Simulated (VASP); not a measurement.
A run of VASP 6.6.1:

File INCAR:

```
SYSTEM = ZnPt
  ALGO = Fast
  EDIFF = 1E-6
  ENCUT = 520
  GGA = PS
  ISIF = 2
  ISMEAR = 0
  LASPH = .True.
  LCHARG = .False.
  LREAL = .False.
  LWAVE = .False.
  NBANDS = 18
  NELM = 100
  PREC = Accurate
  SIGMA = 0.15
```

Contents of KPOINTS:

```
k-points
0
Gamma
  16 16 14
  0 0 0
```

File POSCAR:

```
ZnPt
1.0
    3.0072000000      0.0000000000      0.0000000000
    0.0000000000      2.8640000000      0.0000000000
    0.0000000000      0.0000000000      3.5100000000
Zn Pt
1 1
Direct
    0.5000000000      0.5000000000      0.5000000000
    0.0000000000      0.0000000000      0.0000000000
```

Potentials or basis: VASP PAW PBE potentials, release 64 (Zn, Pt).

Run with:

```sh
$ cat potpaw_PBE.64/Zn/POTCAR potpaw_PBE.64/Pt/POTCAR > POTCAR
$ mpirun -np 1 vasp_std > vasp.out
```

Hardware: 1 thread of Intel(R) Xeon(R) 6975P-C (Granite Rapids) (shared host).

Problem. How long does it take, and how much memory?

Solution. Wall time 100 s on 1 thread of Intel(R) Xeon(R) 6975P-C (Granite Rapids), with other jobs on the host, peak memory 0.45 GiB. Counts: scf iterations 13, k points 648.
